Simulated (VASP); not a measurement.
# GaSb (I-4m2) in VASP: further runs, part 2 of 2

VASP 6.6.1. Earlier steps stand in the parts before.

### Step 6. Single point, PBE

This run uses another cell than the first one, of 22.42 Å³/atom.

Contents of INCAR:

```
PREC     = Accurate       # precision mode
ENCUT    = 520            # plane-wave cutoff, eV
EDIFF    = 1E-6           # SCF threshold, eV
ISMEAR   = 0              # smearing method
SIGMA    = 0.15           # smearing width, eV
LREAL    = False          # projectors in reciprocal space
LASPH    = True           # aspherical terms in the spheres
NELM     = 60             # most SCF steps
ALGO     = Normal         # electronic algorithm
ISIF     = 2              # what is computed and relaxed
LWAVE    = False          # write WAVECAR
LCHARG   = False          # write CHGCAR
GGA      = PE             # functional
NBANDS   = 16             # bands
```

Contents of KPOINTS:

```
regular mesh
0
Gamma
  16 16 16
```

Contents of POSCAR:

```
GaSb
1.0
   -2.6968000000      2.6968000000      1.5416500000
    2.6968000000     -2.6968000000      1.5416500000
    2.6968000000      2.6968000000     -1.5416500000
Ga Sb
1 1
Direct
    0.2500000000      0.7500000000      0.5000000000
    0.0000000000      0.0000000000      0.0000000000
```

Potentials or basis: VASP PAW PBE potentials, release 64 (Ga_d, Sb).

The run is started by

```console
$ cat potpaw_PBE.64/Ga_d/POTCAR potpaw_PBE.64/Sb/POTCAR > POTCAR
$ mpirun -np 1 vasp_std > vasp.out
```

OUTCAR:

```text
PREC = Accurate
   ENCUT = 520
   EDIFF = 1E-6
   ISMEAR = 0
   LREAL = False
   LASPH = True
   NELM = 60
   ISIF = 2
   GGA = PE

 ion  position               nearest neighbor table
   1  0.250  0.750  0.500-   2 2.80   2 2.80   2 2.80   2 2.80
   2  0.000  0.000  0.000-   1 2.80   1 2.80   1 2.80   1 2.80

  LATTYP: Found a body centered tetragonal cell.
 ALAT       =     5.3936000000
 C/A-ratio  =     0.5716590033

  Lattice vectors:

 A1 = (  -2.6968000000,   2.6968000000,   1.5416500000)
 A2 = (   2.6968000000,  -2.6968000000,   1.5416500000)
 A3 = (   2.6968000000,   2.6968000000,  -1.5416500000)

Analysis of symmetry for initial positions (statically):
=====================================================================
 Subroutine PRICEL returns:
 Original cell was already a primitive cell.

 Routine SETGRP: Setting up the symmetry group for a
 body centered tetragonal supercell.

 Subroutine GETGRP returns: Found  8 space group operations
 (whereof  8 operations were pure point group operations)
 out of a pool of 16 trial point group operations.

The static configuration has the point symmetry D_2d.

[... 160 lines left out ...]
 E-fermi :   7.4157     XC(G=0): -10.5740

 val. band max:        7.4127751233   @ k =  -0.3750  -0.3750   0.0625
 cond. band min:       7.4220972446   @ k =   0.3125   0.0625   0.0625
 fundamental gap:      0.0093221213
 Fermi energy:         7.4156794044

 k-point     1 :       0.0000    0.0000    0.0000
  band No.  band energies     occupation
      1      -7.6333      2.00000
      2      -7.5378      2.00000
      3      -7.5315      2.00000
      4      -7.4919      2.00000
      5      -7.4919      2.00000
      6      -5.0951      2.00000
[... 433 lines left out ...]
      3      -7.5309      2.00000
      4      -7.4920      2.00000
      5      -7.4915      2.00000
      6      -5.0585      2.00000
[... 8 lines left out ...]
     15      17.5352      0.00000
     16      18.3470      0.00000

 [... further k-points ...]

------------------------ aborting loop because EDIFF is reached ----------------------------------------

  FORCE on cell =-STRESS in cart. coord.  units (eV):
  Direction    XX          YY          ZZ          XY          YZ          ZX
  --------------------------------------------------------------------------------------
  -------------------------------------------------------------------------------------
  Total        1.3670516      1.3670516      1.2100223      0.0000000      0.0000000      0.0000000
  in kB       48.8373658     48.8373658     43.2275560      0.0000000      0.0000000      0.0000000
  external PRESSURE =      46.9674292 kB  Pullay stress =       0.0000000 kB

 VOLUME and BASIS-vectors are now :
 -----------------------------------------------------------------------------
  energy-cutoff  :      520.00
  volume of cell :       44.85
      direct lattice vectors                 reciprocal lattice vectors
    -2.696800000  2.696800000  1.541650000     0.000000000  0.185404924  0.324327831
     2.696800000 -2.696800000  1.541650000     0.185404924  0.000000000  0.324327831
     2.696800000  2.696800000 -1.541650000     0.185404924  0.185404924  0.000000000

 POSITION                                       TOTAL-FORCE (eV/Angst)
 -----------------------------------------------------------------------------------
      2.69680     -0.00000      0.77082         0.000000      0.000000     -0.000000
      0.00000      0.00000      0.00000        -0.000000     -0.000000      0.000000
 -----------------------------------------------------------------------------------
    total drift:                                0.000000     -0.000000     -0.000000

  FREE ENERGIE OF THE ION-ELECTRON SYSTEM (eV)
  ---------------------------------------------------
  free  energy   TOTEN  =        -6.9456377073 eV

  energy  without entropy=       -6.9371358399  energy(sigma->0) =       -6.94138677
```

It took 76 s on 1 thread of Intel Xeon 6975P-C (Granite Rapids), shared host; peak memory 0.38 GiB.

Results:

| Quantity | Value |
| --- | --- |
| Free energy | -6.9456 eV |
| Pressure | 4.7 GPa |
| Band gap on the k mesh | zero (bands 9 and 10 overlap by 5.05 eV) |

Caveat: the cell stands under pressure; spin-orbit coupling is left out, which moves the levels of the heavy elements.

### Step 7. Overview

| cell | gap on the mesh (eV) | pressure (GPa) |
| --- | --- | --- |
| a = 4.111 Å, angles 97.8, 97.8, 136.7°, 2 atoms | none | 5.6 |
| a = 4.238 Å, angles 96.2, 96.2, 141.7°, 2 atoms | none | 6.9 |
| a = 4.173 Å, angles 97.0, 97.0, 139.2°, 2 atoms | none | 5.5 |
| a = 4.054 Å, angles 99.2, 99.2, 132.9°, 2 atoms | none | 5.7 |
| a = 4.114 Å, angles 98.1, 98.1, 136.0°, 2 atoms | none | 4.7 |

Alike in all rows: task single point; level PBE; potentials or basis VASP PAW PBE potentials, release 64 (Ga_d, Sb); no spin polarisation; k mesh 16 × 16 × 16; cutoff (eV) 520; smearing gaussian 0.15 eV.

Caveats: spin-orbit coupling is left out, which moves the levels of the heavy elements; the cell stands under pressure (at least some runs); the stress differs along the axes, from 2 to 17 GPa (at least some runs); the stress differs along the axes, from 3 to 10 GPa (at least some runs); the stress differs along the axes, from 2 to 8 GPa (at least some runs).

Absolute energies hang on the potentials; compare differences alone.
